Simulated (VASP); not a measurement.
# InSb in VASP: single point with PBE

Aim: the single point of InSb with PBE.

All numbers are computed with VASP 6.6.1; they aren't measurements. Logs are shortened: lines on timing, memory, paths and dates and some standing lists are left out, and cuts for length are marked.

## Step 1: The cell of the first run

The cell holds a slab with vacuum, 12 atoms: a = 9.383 Å, b = 6.635 Å, c = 23.364 Å, α = 90.00°, β = 90.00°, γ = 90.00°.

## Step 2: Single point, PBE

Contents of INCAR:

```
SYSTEM = InSb
PREC     = Accurate       ! precision mode
ENCUT    = 400            ! plane-wave cutoff, eV
EDIFF    = 1E-6           ! SCF threshold, eV
ISMEAR   = 0              ! smearing method
SIGMA    = 0.1            ! smearing width, eV
LREAL    = .False.        ! projectors in reciprocal space
LASPH    = .True.         ! aspherical terms in the spheres
NELM     = 120            ! most SCF steps
ALGO     = Normal         ! electronic algorithm
ISIF     = 2              ! what is computed and relaxed
LWAVE    = .False.        ! write WAVECAR
LCHARG   = .False.        ! write CHGCAR
LDIPOL   = .True.       
IDIPOL   = 3            
DIPOL    = 0.5 0.5 0.441
GGA      = PE             ! functional
NBANDS   = 66             ! bands
GGA_COMPAT= .False.      
NELMDL   = -8
```

Contents of KPOINTS:

```
regular mesh
0
Gamma
  2 3 1
  0 0 0
```

Contents of POSCAR:

```
InSb
1.0
    9.3830948359      0.0000000000      0.0000000000
    0.0000000000      6.6348499870      0.0000000000
    0.0000000000      0.0000000000     23.3643474179
In Sb
6 6
Direct
    0.2500000000      0.5000000000      0.3424020306
    0.7500000000      0.5000000000      0.3424020306
    0.4977145345      0.0795669260      0.4563129712
   -0.0006637197      0.0562537197      0.4518690512
    0.7366015820      0.4940713662      0.5168323459
    0.2466998716      0.5289345579      0.5223797623
    0.5000000000      0.2500000000      0.3424020306
    0.0000000000      0.2500000000      0.3424020306
    0.7453540231      0.8148832383      0.4332126083
    0.2527544248      0.8191125641      0.4301579563
   -0.0009516491      0.2947654350      0.5523714003
    0.4907806743      0.3025198803      0.5628458720
```

Potentials or basis: VASP PAW PBE potentials, release 64 (In_d, Sb).

Started as:

```console
cat potpaw_PBE.64/In_d/POTCAR potpaw_PBE.64/Sb/POTCAR > POTCAR
mpirun -np 1 vasp_std > vasp.out
```

OUTCAR:

```text
SYSTEM = InSb
   PREC = Accurate
   ENCUT = 400
   EDIFF = 1E-6
   ISMEAR = 0
   LREAL = .False.
   LASPH = .True.
   NELM = 120
   ISIF = 2
   GGA = PE
   NELMDL = -8

 ion  position               nearest neighbor table
   1  0.250  0.500  0.342-   7 2.87   8 2.87  10 2.95
   2  0.750  0.500  0.342-   7 2.87   8 2.87   9 2.98
   3  0.498  0.080  0.456-   7 2.89  12 2.90  10 2.94   9 2.96   5 3.82
   4  0.999  0.056  0.452-  11 2.83   8 2.86  10 2.90   9 2.90
   5  0.737  0.494  0.517-  12 2.84   9 2.89  11 2.92   3 3.82
   6  0.247  0.529  0.522-  11 2.88  10 2.89  12 2.90
   7  0.500  0.250  0.342-   1 2.87   2 2.87   3 2.89
   8  0.000  0.250  0.342-   4 2.86   2 2.87   1 2.87
   9  0.745  0.815  0.433-   5 2.89   4 2.90   3 2.96   2 2.98
  10  0.253  0.819  0.430-   6 2.89   4 2.90   3 2.94   1 2.95
  11  0.999  0.295  0.552-   4 2.83   6 2.88   5 2.92
  12  0.491  0.303  0.563-   5 2.84   3 2.90   6 2.90

  LATTYP: Found a simple orthorhombic cell.
 ALAT       =     6.6348499870
 B/A-ratio  =     1.4142135624
 C/A-ratio  =     3.5214582792

  Lattice vectors:

 A1 = (   0.0000000000,  -6.6348499870,   0.0000000000)
 A2 = (   9.3830948359,   0.0000000000,   0.0000000000)
 A3 = (   0.0000000000,   0.0000000000,  23.3643474179)

Analysis of symmetry for initial positions (statically):
=====================================================================
 Subroutine PRICEL returns:
 Original cell was already a primitive cell.

 Routine SETGRP: Setting up the symmetry group for a
 simple orthorhombic supercell.

 Subroutine GETGRP returns: Found  1 space group operations
 (whereof  1 operations were pure point group operations)
 out of a pool of  8 trial point group operations.

The static configuration has the point symmetry C_1 .

Analysis of symmetry for dynamics (positions and initial velocities):
=====================================================================
 Subroutine PRICEL returns:
 Original cell was already a primitive cell.

 Routine SETGRP: Setting up the symmetry group for a
 simple orthorhombic supercell.

 Subroutine GETGRP returns: Found  1 space group operations
 (whereof  1 operations were pure point group operations)
 out of a pool of  8 trial point group operations.

The dynamic configuration has the point symmetry C_1 .

 Subroutine INISYM returns: Found  1 space group operations
 (whereof  1 operations are pure point group operations),
 and found     1 'primitive' translations

----------------------------------------------------------------------------------------

                                     Primitive cell

  volume of cell :    1454.5574

  direct lattice vectors                    reciprocal lattice vectors
     9.383094836  0.000000000  0.000000000     0.106574645  0.000000000  0.000000000
     0.000000000  6.634849987  0.000000000     0.000000000  0.150719308  0.000000000
     0.000000000  0.000000000 23.364347418     0.000000000  0.000000000  0.042800254

  length of vectors
     9.383094836  6.634849987 23.364347418     0.106574645  0.150719308  0.042800254

  position of ions in fractional coordinates (direct lattice)
     0.250000000  0.500000000  0.342402031
     0.750000000  0.500000000  0.342402031
     0.497714534  0.079566926  0.456312971
     0.999336280  0.056253720  0.451869051
     0.736601582  0.494071366  0.516832346
     0.246699872  0.528934558  0.522379762
     0.500000000  0.250000000  0.342402031
     0.000000000  0.250000000  0.342402031
     0.745354023  0.814883238  0.433212608
     0.252754425  0.819112564  0.430157956
     0.999048351  0.294765435  0.552371400
     0.490780674  0.302519880  0.562845872

  ion indices of the primitive-cell ions
   primitive index   ion index
                 1           1
                 2           2
                 3           3
                 4           4
                 5           5
                 6           6
                 7           7
                 8           8
                 9           9
                10          10
                11          11
                12          12

----------------------------------------------------------------------------------------

 KPOINTS: regular mesh

Automatic generation of k-mesh.
 Grid dimensions read from file:
 generate k-points for:    2    3    1

 Generating k-lattice:

  Cartesian coordinates                     Fractional coordinates (reciprocal lattice)
     0.053287322  0.000000000  0.000000000     0.500000000  0.000000000  0.000000000
     0.000000000  0.050239769  0.000000000     0.000000000  0.333333333  0.000000000
     0.000000000  0.000000000  0.042800254     0.000000000  0.000000000  1.000000000

  Length of vectors
     0.053287322  0.050239769  0.042800254

  Shift w.r.t. Gamma in fractional coordinates (k-lattice)
     0.000000000  0.000000000  0.000000000

 Subroutine IBZKPT returns following result:
 ===========================================

 Found      4 irreducible k-points:

 Following reciprocal coordinates:
            Coordinates               Weight
  0.000000  0.000000  0.000000      1.000000
  0.500000  0.000000  0.000000      1.000000
  0.000000  0.333333  0.000000      2.000000
  0.500000  0.333333  0.000000      2.000000
   k-points           NKPTS =      4   k-points in BZ     NKDIM =      4   number of bands    NBANDS=     66
   number of dos      NEDOS =    301   number of ions     NIONS =     12
   total plane-waves  NPLWV = 491520
   dimension x,y,z NGX =    64 NGY =   48 NGZ =  160
   dimension x,y,z NGXF=   128 NGYF=   96 NGZF=  320
   ions per type =               6   6
   NGX,Y,Z   is equivalent  to a cutoff of  11.34, 12.03, 11.38 a.u.
   NGXF,Y,Z  is equivalent  to a cutoff of  22.68, 24.05, 22.77 a.u.
 SYSTEM =  InSb
   PREC   = accura    normal or accurate (medium, high low for compatibility)
   ISTART =      0    job   : 0-new  1-cont  2-samecut
   ICHARG =      2    charge: 1-file 2-atom 10-const
   ISPIN  =      1    spin polarized calculation?
   LNONCOLLINEAR =      F non collinear calculations
   LSORBIT =      F    spin-orbit coupling
   LASPH  =      T    aspherical Exc in radial PAW
   ENCUT  =  400.0 eV  29.40 Ry    5.42 a.u.  15.30 10.82 38.10*2*pi/ulx,y,z
   NELM   =    120;   NELMIN=  2; NELMDL= -8     # of ELM steps
   EDIFF  = 0.1E-05   stopping-criterion for ELM
   LREAL  =      F    real-space projection
   EDIFFG = 0.1E-04   stopping-criterion for IOM
   NSW    =      0    number of steps for IOM
   IBRION =     -1    ionic relax: 0-MD 1-quasi-New 2-CG
   NFREE  =      0    steps in history (QN), initial steepest desc. (CG)
   ISIF   =      2    stress and relaxation
   ISYM   =      2    0-nonsym 1-usesym 2-fastsym
   POTIM  = 0.5000    time-step for ionic-motion
   TEBEG  =    0.0;   TEEND  =   0.0 temperature during run
   PSTRESS=    0.0 pullay stress
   NELECT =     108.0000    total number of electrons
   NUPDOWN=      -1.0000    fix difference up-down
   EMIN   =  10.00;   EMAX   =-10.00  energy-range for DOS
   EFERMI =   0.00;   METHOD = LEGACY
   ISMEAR =     0;   SIGMA  =   0.10  broadening in eV -4-tet -1-fermi 0-gaus
   EFERMI_NEDOS =   21; number of points for ismear=-14 and -15
   IALGO  =     38    algorithm
   IMIX   =      4    mixing-type and parameters
     AMIX     =   0.40;   BMIX     =  1.00
     AMIX_MAG =   1.60;   BMIX_MAG =  1.00
  volume/ion in A,a.u.               =     121.21       817.99
  Fermi-wavevector in a.u.,A,eV,Ry     =   0.688080  1.300283  6.441740  0.473455
  Thomas-Fermi vector in A             =   1.768779
   LORBIT       =      0    0 simple, 1 ext, 2 COOP (PROOUT), +10 PAW based schemes
   GGA     = PE    functional components
   LHFCALC =     F    Hartree Fock is set to
   AEXX    =    0.0000 exact exchange contribution
   IVDW    =     0    specifies the selected vdW correction
   LEPSILON=     F    determine dielectric tensor
   LRPA    =     F    only Hartree local field effects (RPA)
 non-spin polarized calculation
 Gauss-broadening in eV      SIGMA  =   0.10
  energy-cutoff  :      400.00
  volume of cell :     1454.56
 maximum number of plane-waves:     26446
 NGX is ok and might be reduce to    64
   NGX = 31   NGY = 21   NGZ = 77

 dipolmoment           0.000000      0.000000     -0.000006 electrons x Angstroem

 number of electron     108.0000017 magnetization

 dipolmoment           0.000000      0.000000      0.055652 electrons x Angstroem

 Free energy of the ion-electron system (eV)
  ---------------------------------------------------
  ext. energy  EPLUGINS =         0.00000000
  ---------------------------------------------------
  free energy    TOTEN  =       -37.91987310 eV

  energy without entropy =      -37.90778268  energy(sigma->0) =      -37.91382789

 E-fermi :  -1.7588     XC(G=0):  -3.1257

 val. band max:       -1.8324640750   @ k =   0.0000   0.0000   0.0000
 cond. band min:      -1.6566361939   @ k =   0.0000   0.3333   0.0000
 fundamental gap:      0.1758278811
 Fermi energy:        -1.7587664298

 k-point     1 :       0.0000    0.0000    0.0000
  band No.  band energies     occupation
      1     -16.4621      2.00000
      2     -16.4544      2.00000
      3     -16.4363      2.00000
      4     -16.4225      2.00000
      5     -16.4159      2.00000
      6     -16.4038      2.00000
[... 58 lines left out ...]
     65       0.9530      0.00000
     66       1.4383      0.00000

 k-point     2 :       0.5000    0.0000    0.0000
  band No.  band energies     occupation
      1     -16.4592      2.00000
      2     -16.4571      2.00000
      3     -16.4356      2.00000
      4     -16.4219      2.00000
      5     -16.4180      2.00000
      6     -16.4042      2.00000
[... 58 lines left out ...]
     65       1.4949      0.00000
     66       1.6681      0.00000

 k-point     3 :       0.0000    0.3333    0.0000
  band No.  band energies     occupation
      1     -16.4634      2.00000
      2     -16.4528      2.00000
      3     -16.4364      2.00000
      4     -16.4223      2.00000
      5     -16.4160      2.00000
      6     -16.4035      2.00000
[... 58 lines left out ...]
     65       1.2475      0.00000
     66       1.7461      0.00000

 k-point     4 :       0.5000    0.3333    0.0000
  band No.  band energies     occupation
      1     -16.4594      2.00000
      2     -16.4566      2.00000
      3     -16.4357      2.00000
      4     -16.4216      2.00000
      5     -16.4180      2.00000
      6     -16.4040      2.00000
[... 58 lines left out ...]
     65       1.9010      0.00000
     66       1.9256      0.00000

------------------------ aborting loop because EDIFF is reached ----------------------------------------

 vacuum level on the upper side and lower side of the slab       (xc-potential included)        -0.022        -0.178

  FORCE on cell =-STRESS in cart. coord.  units (eV):
  Direction    XX          YY          ZZ          XY          YZ          ZX
  --------------------------------------------------------------------------------------
  -------------------------------------------------------------------------------------
  Total       -3.5159803     -4.6094059      0.4032871      0.3185303     -0.1169054     -0.1173742
  in kB       -3.8728096     -5.0772046      0.4442158      0.3508572     -0.1287699     -0.1292863
  external PRESSURE =      -2.8352661 kB  Pullay stress =       0.0000000 kB

 VOLUME and BASIS-vectors are now :
 -----------------------------------------------------------------------------
  energy-cutoff  :      400.00
  volume of cell :     1454.56
      direct lattice vectors                 reciprocal lattice vectors
     9.383094836  0.000000000  0.000000000     0.106574645  0.000000000  0.000000000
     0.000000000  6.634849987  0.000000000     0.000000000  0.150719308  0.000000000
     0.000000000  0.000000000 23.364347418     0.000000000  0.000000000  0.042800254

 POSITION                                       TOTAL-FORCE (eV/Angst)
 -----------------------------------------------------------------------------------
      2.34577      3.31742      8.00000        -0.006972     -0.359536      0.670076
      7.03732      3.31742      8.00000         0.003075     -0.261625      0.697625
      4.67010      0.52791     10.66145        -0.007658      0.031227     -0.064277
      9.37687      0.37323     10.55763         0.021257      0.143108     -0.000254
      6.91160      3.27809     12.07545         0.294137     -0.073491     -0.003001
      2.31481      3.50940     12.20506        -0.020422     -0.363418     -0.312165
      4.69155      1.65871      8.00000         0.015012      0.243349     -0.609859
      0.00000      1.65871      8.00000        -0.011772      0.339102     -0.877257
      6.99373      5.40663     10.12173        -0.105816      0.025006     -0.014889
      2.37162      5.43469     10.05036         0.049686      0.056624      0.161806
      9.37417      1.95572     12.90580        -0.188978      0.165395      0.357375
      4.60504      2.00717     13.15053        -0.041547      0.054259     -0.005180
 -----------------------------------------------------------------------------------
    total drift:                               -0.001828     -0.000268     -0.000779

  FREE ENERGIE OF THE ION-ELECTRON SYSTEM (eV)
  ---------------------------------------------------
  free  energy   TOTEN  =       -37.9198730950 eV

  energy  without entropy=      -37.9077826844  energy(sigma->0) =      -37.91382789

 vacuum level on the upper side and lower side of the slab         2.665         2.508
```

Wall time 19 min (1 thread of Intel Xeon 8259CL, shared host); peak memory 0.98 GiB.

Results:

| Quantity | Value |
| --- | --- |
| Free energy | -37.9199 eV |
| Largest force | 0.941 eV/Å |
| Band gap on the k mesh | 0.18 eV |

Forces in eV/Å, atoms in the order of the input:
```
In  -0.007 -0.360  0.670
In   0.003 -0.262  0.698
In  -0.008  0.031 -0.064
In   0.021  0.143  0.000
In   0.294 -0.073 -0.003
In  -0.020 -0.363 -0.312
Sb   0.015  0.243 -0.610
Sb  -0.012  0.339 -0.877
Sb  -0.106  0.025 -0.015
Sb   0.050  0.057  0.162
Sb  -0.189  0.165  0.357
Sb  -0.042  0.054 -0.005
```

Levels at points of the mesh, in eV from the valence-band top:
| k point | band 50 | band 51 | band 52 | band 53 | band 54 | band 55 | band 56 | band 57 | band 58 | band 59 |
| --- | --- | --- | --- | --- | --- | --- | --- | --- | --- | --- |
| (0.00, 0.00, 0.00) | -1.08 | -0.70 | -0.64 | -0.28 | 0.00 | 0.38 | 0.50 | 0.97 | 1.34 | 1.68 |
| (0.50, 0.00, 0.00) | -1.44 | -0.79 | -0.67 | -0.54 | -0.32 | 0.63 | 0.73 | 1.64 | 1.72 | 2.07 |

Caveat: spin-orbit coupling is left out, which moves the levels of the heavy elements.
